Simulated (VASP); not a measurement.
# Ta (Immm) in VASP: a series of runs, part 2 of 2

VASP 6.6.1. Earlier steps stand in the parts before.

## (3) Single point, PBE (normal strain along x -0.0275, normal strain along z -0.1125)

INCAR reads:

```
PREC = Accurate
ENCUT = 520
EDIFF = 1E-7
ISMEAR = 0
SIGMA = 0.15
LREAL = False
LASPH = True
NELM = 100
ALGO = Fast
ISIF = 2
LWAVE = False
LCHARG = False
GGA = PE
NBANDS = 12
```

KPOINTS reads:

```
Automatic mesh
0
Gamma
  18 18 18
```

POSCAR reads:

```
Ta
1.0
   -1.6138477708      1.6594835689      1.4727916674
    1.6138477708     -1.6594835689      1.4727916674
    1.6138477708      1.6594835689     -1.4727916674
Ta
1
Direct
    0.0000000000      0.0000000000      0.0000000000
```

Potentials or basis: VASP PAW PBE potentials, release 64 (Ta_pv).

On the command line:

```
cat potpaw_PBE.64/Ta_pv/POTCAR > POTCAR
mpirun -np 1 vasp_std > vasp.out
```

OUTCAR:

```text
PREC = Accurate
   ENCUT = 520
   EDIFF = 1E-7
   ISMEAR = 0
   LREAL = False
   LASPH = True
   NELM = 100
   ISIF = 2
   GGA = PE

 ion  position               nearest neighbor table
   1  0.000  0.000  0.000-

  LATTYP: Found a body centered orthorhombic cell.
 ALAT       =     2.9455833348
 B/A-ratio  =     1.0957746479
 C/A-ratio  =     1.1267605634

  Lattice vectors:

 A1 = (   1.6138477708,  -1.6594835689,   1.4727916674)
 A2 = (  -1.6138477708,  -1.6594835689,  -1.4727916674)
 A3 = (   1.6138477708,   1.6594835689,  -1.4727916674)

Analysis of symmetry for initial positions (statically):
=====================================================================
 Subroutine PRICEL returns:
 Original cell was already a primitive cell.

 Routine SETGRP: Setting up the symmetry group for a
 body centered orthorhombic supercell.

 Subroutine GETGRP returns: Found  8 space group operations
 (whereof  8 operations were pure point group operations)
 out of a pool of  8 trial point group operations.

The static configuration has the point symmetry D_2h.

Analysis of symmetry for dynamics (positions and initial velocities):
=====================================================================
 Subroutine PRICEL returns:
 Original cell was already a primitive cell.

 Routine SETGRP: Setting up the symmetry group for a
 body centered orthorhombic supercell.

 Subroutine GETGRP returns: Found  8 space group operations
 (whereof  8 operations were pure point group operations)
 out of a pool of  8 trial point group operations.

The dynamic configuration has the point symmetry D_2h.

 Subroutine INISYM returns: Found  8 space group operations
 (whereof  8 operations are pure point group operations),
 and found     1 'primitive' translations

----------------------------------------------------------------------------------------

                                     Primitive cell

  volume of cell :      15.7775

  direct lattice vectors                    reciprocal lattice vectors
    -1.613847771  1.659483569  1.472791667     0.000000000  0.301298554  0.339491329
     1.613847771 -1.659483569  1.472791667     0.309818565  0.000000000  0.339491329
     1.613847771  1.659483569 -1.472791667     0.309818565  0.301298554  0.000000000

  length of vectors
     2.743630011  2.743630011  2.743630011     0.453910984  0.459610602  0.432167053

  position of ions in fractional coordinates (direct lattice)
     0.000000000  0.000000000  0.000000000

  ion indices of the primitive-cell ions
   primitive index   ion index
                 1           1

----------------------------------------------------------------------------------------

 KPOINTS: Automatic mesh

Automatic generation of k-mesh.
 Grid dimensions read from file:
 generate k-points for:   18   18   18

 Generating k-lattice:

  Cartesian coordinates                     Fractional coordinates (reciprocal lattice)
     0.000000000  0.016738809  0.018860629     0.055555556  0.000000000 -0.000000000
     0.017212142  0.000000000  0.018860629    -0.000000000  0.055555556  0.000000000
     0.017212142  0.016738809  0.000000000    -0.000000000  0.000000000  0.055555556

  Length of vectors
     0.025217277  0.025533922  0.024009281

  Shift w.r.t. Gamma in fractional coordinates (k-lattice)
     0.000000000  0.000000000  0.000000000

 Subroutine IBZKPT returns following result:
 ===========================================

 Found    865 irreducible k-points:

 Following reciprocal coordinates:
            Coordinates               Weight
  0.000000  0.000000  0.000000      1.000000
  0.055556 -0.000000  0.000000      4.000000
  0.111111 -0.000000  0.000000      4.000000
  0.166667  0.000000  0.000000      4.000000
  0.222222 -0.000000  0.000000      4.000000
  0.277778 -0.000000  0.000000      4.000000
[... 16 lines left out ...]
 -0.333333  0.055556  0.000000      8.000000
 -0.277778  0.055556  0.000000      8.000000
 [... further k-points ...]
   k-points           NKPTS =    865   k-points in BZ     NKDIM =    865   number of bands    NBANDS=     12
   number of dos      NEDOS =    301   number of ions     NIONS =      1
   total plane-waves  NPLWV =   8000
   dimension x,y,z NGX =    20 NGY =   20 NGZ =   20
   dimension x,y,z NGXF=    40 NGYF=   40 NGZF=   40
   ions per type =               1
   NGX,Y,Z   is equivalent  to a cutoff of  12.12, 12.12, 12.12 a.u.
   NGXF,Y,Z  is equivalent  to a cutoff of  24.24, 24.24, 24.24 a.u.
 SYSTEM =  unknown system
   PREC   = accura    normal or accurate (medium, high low for compatibility)
   ISTART =      0    job   : 0-new  1-cont  2-samecut
   ICHARG =      2    charge: 1-file 2-atom 10-const
   ISPIN  =      1    spin polarized calculation?
   LNONCOLLINEAR =      F non collinear calculations
   LSORBIT =      F    spin-orbit coupling
   LASPH  =      T    aspherical Exc in radial PAW
   ENCUT  =  520.0 eV  38.22 Ry    6.18 a.u.   5.10  5.10  5.10*2*pi/ulx,y,z
   NELM   =    100;   NELMIN=  2; NELMDL= -5     # of ELM steps
   EDIFF  = 0.1E-06   stopping-criterion for ELM
   LREAL  =      F    real-space projection
   EDIFFG = 0.1E-05   stopping-criterion for IOM
   NSW    =      0    number of steps for IOM
   IBRION =     -1    ionic relax: 0-MD 1-quasi-New 2-CG
   NFREE  =      0    steps in history (QN), initial steepest desc. (CG)
   ISIF   =      2    stress and relaxation
   ISYM   =      2    0-nonsym 1-usesym 2-fastsym
   POTIM  = 0.5000    time-step for ionic-motion
   TEBEG  =    0.0;   TEEND  =   0.0 temperature during run
   PSTRESS=    0.0 pullay stress
   NELECT =      11.0000    total number of electrons
   NUPDOWN=      -1.0000    fix difference up-down
   EMIN   =  10.00;   EMAX   =-10.00  energy-range for DOS
   EFERMI =   0.00;   METHOD = LEGACY
   ISMEAR =     0;   SIGMA  =   0.15  broadening in eV -4-tet -1-fermi 0-gaus
   EFERMI_NEDOS =   21; number of points for ismear=-14 and -15
   IALGO  =     68    algorithm
   IMIX   =      4    mixing-type and parameters
     AMIX     =   0.40;   BMIX     =  1.00
     AMIX_MAG =   1.60;   BMIX_MAG =  1.00
  volume/ion in A,a.u.               =      15.78       106.47
  Fermi-wavevector in a.u.,A,eV,Ry     =   1.451644  2.743209 28.671152  2.107270
  Thomas-Fermi vector in A             =   2.569117
   LORBIT       =      0    0 simple, 1 ext, 2 COOP (PROOUT), +10 PAW based schemes
   GGA     = PE    functional components
   LHFCALC =     F    Hartree Fock is set to
   AEXX    =    0.0000 exact exchange contribution
   IVDW    =     0    specifies the selected vdW correction
   LEPSILON=     F    determine dielectric tensor
   LRPA    =     F    only Hartree local field effects (RPA)
 non-spin polarized calculation
 RMM-DIIS sequential band-by-band and
 Gauss-broadening in eV      SIGMA  =   0.15
  energy-cutoff  :      520.00
  volume of cell :       15.78
 maximum number of plane-waves:       446
   NGX = 11   NGY = 11   NGZ = 11

 number of electron      11.0000002 magnetization

 Free energy of the ion-electron system (eV)
  ---------------------------------------------------
  ext. energy  EPLUGINS =         0.00000000
  ---------------------------------------------------
  free energy    TOTEN  =       -11.49582870 eV

  energy without entropy =      -11.48300824  energy(sigma->0) =      -11.48941847

 E-fermi :   6.6794     XC(G=0): -13.3078

 val. band max:        6.6793236152   @ k =   0.2222  -0.0556   0.0556
 cond. band min:       6.6808529051   @ k =  -0.1111   0.3889   0.1111
 fundamental gap:      0.0015292899
 Fermi energy:         6.6793528779

 k-point     1 :       0.0000    0.0000    0.0000
  band No.  band energies     occupation
      1     -25.9252      2.00000
      2     -25.9225      2.00000
      3     -25.8812      2.00000
      4      -1.7807      2.00000
      5       6.3615      1.99727
      6       7.8394      0.00000
      7       8.1969      0.00000
      8       9.7924      0.00000
      9      12.1480      0.00000
     10      21.4349      0.00000
     11      21.9388      0.00000
     12      23.8955      0.00000
[... 331 lines left out ...]
 k-point    24 :      -0.2778    0.0556    0.0000
  band No.  band energies     occupation
      1     -26.8550      2.00000
      2     -26.2201      2.00000
      3     -25.9608      2.00000
      4       0.9218      2.00000
      5       5.5875      2.00000
      6       6.4714      1.95003
      7      10.2158      0.00000
      8      10.7634      0.00000
      9      11.3994      0.00000
     10      21.7597      0.00000
     11      22.2807      0.00000
     12      26.0758      0.00000

 [... further k-points ...]
[... 5 lines left out ...]
  --------------------------------------------------------------------------------------
  -------------------------------------------------------------------------------------
  Total        3.6672774      3.2124517      4.8343850      0.0000000      0.0000000      0.0000000
  in kB      372.4067232    326.2198283    490.9248142      0.0000000      0.0000000      0.0000000
  external PRESSURE =     396.5171219 kB  Pullay stress =       0.0000000 kB

 VOLUME and BASIS-vectors are now :
 -----------------------------------------------------------------------------
  energy-cutoff  :      520.00
  volume of cell :       15.78
      direct lattice vectors                 reciprocal lattice vectors
    -1.613847771  1.659483569  1.472791667     0.000000000  0.301298554  0.339491329
     1.613847771 -1.659483569  1.472791667     0.309818565  0.000000000  0.339491329
     1.613847771  1.659483569 -1.472791667     0.309818565  0.301298554  0.000000000

 POSITION                                       TOTAL-FORCE (eV/Angst)
 -----------------------------------------------------------------------------------
      0.00000      0.00000      0.00000         0.000000     -0.000000      0.000000
 -----------------------------------------------------------------------------------
    total drift:                                0.000000     -0.000000      0.000000

  FREE ENERGIE OF THE ION-ELECTRON SYSTEM (eV)
  ---------------------------------------------------
  free  energy   TOTEN  =       -11.4958286982 eV

  energy  without entropy=      -11.4830082417  energy(sigma->0) =      -11.48941847
```

OSZICAR:

```text
N       E                     dE             d eps       ncg     rms          rms(c)
DAV:   1     0.617066480613E+02    0.61707E+02   -0.61296E+03 20888   0.897E+02
DAV:   2    -0.108859484950E+02   -0.72593E+02   -0.70639E+02 23060   0.251E+02
DAV:   3    -0.118623297093E+02   -0.97638E+00   -0.96735E+00 24708   0.273E+01
DAV:   4    -0.118644635246E+02   -0.21338E-02   -0.21337E-02 22484   0.141E+00
DAV:   5    -0.118644688525E+02   -0.53280E-05   -0.53269E-05 24164   0.675E-02    0.171E+01
RMM:   6    -0.115907770633E+02    0.27369E+00   -0.17090E-01 22001   0.357E+00    0.887E+00
RMM:   7    -0.114963488281E+02    0.94428E-01   -0.20442E-01 23588   0.385E+00    0.366E-01
RMM:   8    -0.114957783200E+02    0.57051E-03   -0.83447E-03 25571   0.929E-01    0.258E-01
RMM:   9    -0.114958494493E+02   -0.71129E-04   -0.77384E-04 26396   0.301E-01    0.448E-02
RMM:  10    -0.114958338697E+02    0.15580E-04   -0.90501E-05 26449   0.103E-01    0.866E-03
RMM:  11    -0.114958285355E+02    0.53341E-05   -0.15276E-05 27280   0.425E-02    0.488E-03
RMM:  12    -0.114958285178E+02    0.17796E-07   -0.23321E-06 25609   0.160E-02    0.188E-03
RMM:  13    -0.114958286536E+02   -0.13587E-06   -0.46923E-07 22431   0.747E-03    0.691E-04
RMM:  14    -0.114958286982E+02   -0.44604E-07   -0.45710E-08 16961   0.207E-03
   1 F= -.11495829E+02 E0= -.11489418E+02  d E =-.128205E-01
```

It took 1.7 min on 1 thread of Intel Xeon 6975P-C, shared host; peak memory 0.26 GiB.

Results:

```yaml
Free_energy: -11.4958 eV
Pressure: 39.7 GPa
```

Caveat: the cell differs from its parent crystal (normal strain along x -0.0275, normal strain along z -0.1125); spin-orbit coupling is left out, which moves the levels of the heavy elements.

## (4) Single point, PBE (normal strain along x -0.0550, normal strain along z -0.0750)

INCAR reads:

```
ALGO     = Fast           # electronic algorithm
EDIFF    = 1E-6           # SCF threshold, eV
ENCUT    = 520            # plane-wave cutoff, eV
GGA      = PE             # functional
ISIF     = 2              # what is computed and relaxed
ISMEAR   = 0              # smearing method
LASPH    = T              # aspherical terms in the spheres
LCHARG   = T              # write CHGCAR
LELF     = T              # ELF
LREAL    = F              # projectors in reciprocal space
LVHAR    = T            
LWAVE    = F              # write WAVECAR
NBANDS   = 12             # bands
NELM     = 100            # most SCF steps
PREC     = Accurate       # precision mode
SIGMA    = 0.15           # smearing width, eV
```

KPOINTS reads:

```
k-points
0
Gamma
  18 18 18
```

POSCAR reads:

```
Ta
1.0
   -1.5682119726      1.6594835689      1.5350223012
    1.5682119726     -1.6594835689      1.5350223012
    1.5682119726      1.6594835689     -1.5350223012
Ta
1
Direct
    0.0000000000      0.0000000000      0.0000000000
```

On the command line:

```
cat potpaw_PBE.64/Ta_pv/POTCAR > POTCAR
mpirun -np 1 vasp_std > vasp.out
```

Wall time 84 s (1 thread of Intel Xeon 6975P-C, shared host); peak memory 0.27 GiB.

It converged, with:

| Item | Value |
| --- | --- |
| Free energy | -11.5713 eV |
| Pressure | 34.7 GPa |

Stress tensor (GPa, compression positive):
```
36.96  0.00  0.00
 0.00 27.43  0.00
 0.00  0.00 39.86
```

Levels at points of the mesh, in eV from the Fermi level:
```
           k point  band 2  band 3  band 4  band 5  band 6  band 7  band 8  band 9
(0.00, 0.00, 0.00)  -32.61  -32.60   -8.38    0.26    0.60    1.37    3.66    5.04
(0.50, 0.00, 0.00)  -33.13  -32.63   -4.97   -1.77    2.13    3.76    5.89    8.87
(0.00, 0.50, 0.00)  -33.22  -32.70   -4.99   -2.57    2.60    5.20    6.10    9.14
(0.50, 0.50, 0.00)  -33.09  -32.60   -4.97   -1.43    1.94    3.51    5.46    8.84
(0.50, 0.50, 0.50)  -33.74  -33.66   -4.73   -4.48    7.64    7.91    8.01    8.66
```

Caveat: the cell differs from its parent crystal (normal strain along x -0.0550, normal strain along z -0.0750); spin-orbit coupling is left out, which moves the levels of the heavy elements.

## (5) Summary

| cell | further INCAR settings | gap on the mesh (eV) | pressure (GPa) |
| --- | --- | --- | --- |
| a = 2.736 Å, angles 114.7, 105.3, 108.6°, 1 atom | ALGO = Fast; EDIFF = 1e-06; NBANDS = 12 | none | 41.9 |
| a = 2.744 Å, angles 107.9, 105.6, 115.1°, 1 atom | ALGO = Fast; EDIFF = 1e-07; NBANDS = 12 | none | 39.7 |
| a = 2.751 Å, angles 110.5, 105.8, 112.2°, 1 atom | ALGO = Fast; EDIFF = 1e-06; NBANDS = 12 | none | 34.7 |

Alike in all rows: task single point; level PBE; potentials or basis VASP PAW PBE potentials, release 64 (Ta_pv); no spin polarisation; k mesh 18 × 18 × 18; cutoff (eV) 520; smearing gaussian 0.15 eV.

Caveats: spin-orbit coupling is left out, which moves the levels of the heavy elements.

Total energies depend on the potentials used, so only differences within one code and one set of settings carry meaning.
